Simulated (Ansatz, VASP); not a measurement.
## One calculation of SiC, two programs

```xyz
2
Lattice="0.0000 2.1740 2.1740 2.1740 0.0000 2.1740 2.1740 2.1740 0.0000" Properties=species:S:1:pos:R:3 pbc="T T T"
Si   -0.3182   -0.3182   -0.2250
C     3.2610    3.2610    3.2610
```

Alike in both runs: task single point; functional PBE; k mesh 12 × 12 × 12; occupations gaussian, width 0.05 eV; no spin polarisation.

|  | VASP | Ansatz |
| --- | --- | --- |
| version | VASP 6.6.1 | Ansatz 0.2.0 |
| potentials or method | VASP PAW PBE potentials, release 64 (Si, C), cutoff 520 eV | scalar-relativistic, plane waves, PAW |
| valence electrons in the cell | 8 | 8 |

```tsv
	VASP	Ansatz	Ansatz less VASP
gap on the k mesh at the Fermi level (eV)	0.04	0.06	+0.016
least direct gap on the mesh (eV)	3.40	3.41	+0.009
rms of the force components (eV/Å)	15.677	15.852	+0.1755
```

Atom by atom the forces differ by 0.176 eV/Å (rms over components).
